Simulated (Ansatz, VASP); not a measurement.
## MgS in VASP and in Ansatz

File POSCAR:

```
MgS
1.0
    3.2298574006      0.0000000000      0.0000000000
    0.0000000000      3.2298574006      0.0000000000
    0.0000000000      0.0000000000      3.2298574006
Mg S
1 1
Direct
    0.0000000000      0.0000000000      0.0000000000
    0.5000000000      0.5000000000      0.5000000000
```

The input INCAR.step1:

```
SYSTEM = MgS
ALGO = Normal ; EDIFF = 1E-5
ENCUT = 920 ; GGA = PE
GGA_COMPAT = .FALSE. ; ISMEAR = -1
LASPH = .TRUE. ; LCHARG = .FALSE.
LREAL = .FALSE. ; LWAVE = .TRUE.
NBANDS = 15 ; NELM = 120
PREC = Accurate ; SIGMA = 0.02
```

Contents of INCAR.step2:

```
SYSTEM = MgS
ALGO = Normal ; EDIFF = 1E-6
ENCUT = 920 ; GGA_COMPAT = .FALSE.
ISIF = 2 ; ISMEAR = -1
ISTART = 1 ; LASPH = .TRUE.
LCHARG = .FALSE. ; LMIXTAU = .TRUE.
LREAL = .FALSE. ; LWAVE = .FALSE.
METAGGA = R2SCAN ; NBANDS = 15
NELM = 120 ; PREC = Accurate
SIGMA = 0.02
```

Contents of KPOINTS:

```
k-points
0
G
  6 6 6
  0 0 0
```

Input for Ansatz:

```yaml
crystal:
  lattice:
    - [3.2298574006, 0.0, 0.0]
    - [0.0, 3.2298574006, 0.0]
    - [0.0, 0.0, 3.2298574006]
  atoms:
    - { symbol: Mg, position: [0.0, 0.0, 0.0] }
    - { symbol: S, position: [0.5, 0.5, 0.5] }
kpoints:
  mp_grid: { grid: [6, 6, 6] }
hamiltonian:
  xc: r2scan
scf:
  occupations: { method: fermi_dirac, width: 0.02 }
  n_extra_bands: 4
output:
  forces: true
  stress: true
  eigenvalues: true
```

Alike in both runs: task single point; functional r2SCAN; k mesh 6 × 6 × 6; occupations fermi-dirac, width 0.02 eV; no spin polarisation.

```csv
,VASP,Ansatz
version,VASP 6.6.1,Ansatz 0.2.0
potentials or method,"VASP PAW PBE potentials, release 64 (Mg_sv, S)","plane waves, PAW"
plane-wave cutoff (eV),920,500
valence electrons in the cell,16,16
```

|  | VASP | Ansatz | Ansatz less VASP |
| --- | --- | --- | --- |
| pressure (GPa) | 2.4 | 2.4 | -0.08 |

VASP's potentials were made for PBE, not for r2SCAN.
